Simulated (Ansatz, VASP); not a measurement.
**Ti: VASP beside Ansatz**

```
Ti
1.0
     2.90044    0.00000    0.00000
    -1.45022    2.66256    0.00000
     0.00000    0.00000    4.59099
Ti
2
Direct
  0.33333 0.66667 0.25000
  0.66667 0.33333 0.75000
```

Change from the starting cell: strain +0.0600 x Voigt [0, 1, 0, 0, 0, 0], atoms carried along.

Alike in both runs: task single point; functional PBEsol; k mesh 24 × 24 × 14; occupations gaussian, width 0.15 eV; no spin polarisation.

|  | VASP | Ansatz |
| --- | --- | --- |
| version | VASP 6.6.1 | Ansatz 0.2.0 |
| potentials or method | VASP PAW PBE potentials, release 64 (Ti_sv), cutoff 520 eV | scalar-relativistic, plane waves, PAW |
| valence electrons in the cell | 24 | 24 |

```tsv
	VASP	Ansatz	Ansatz less VASP
gap on the k mesh at the Fermi level (eV)	none	none	-
pressure (GPa)	-6.6	-6.1	+0.49
traceless stress, the component that is largest in VASP (GPa)	-3.90	-3.94	-0.046
rms of the force components (eV/Å)	0.084	0.086	+0.0013
```

VASP's potentials were made for PBE, not for PBEsol. Atom by atom the forces differ by 0.001 eV/Å (rms over components). A gap of «none» marks a metal or a gap that the smearing closes.
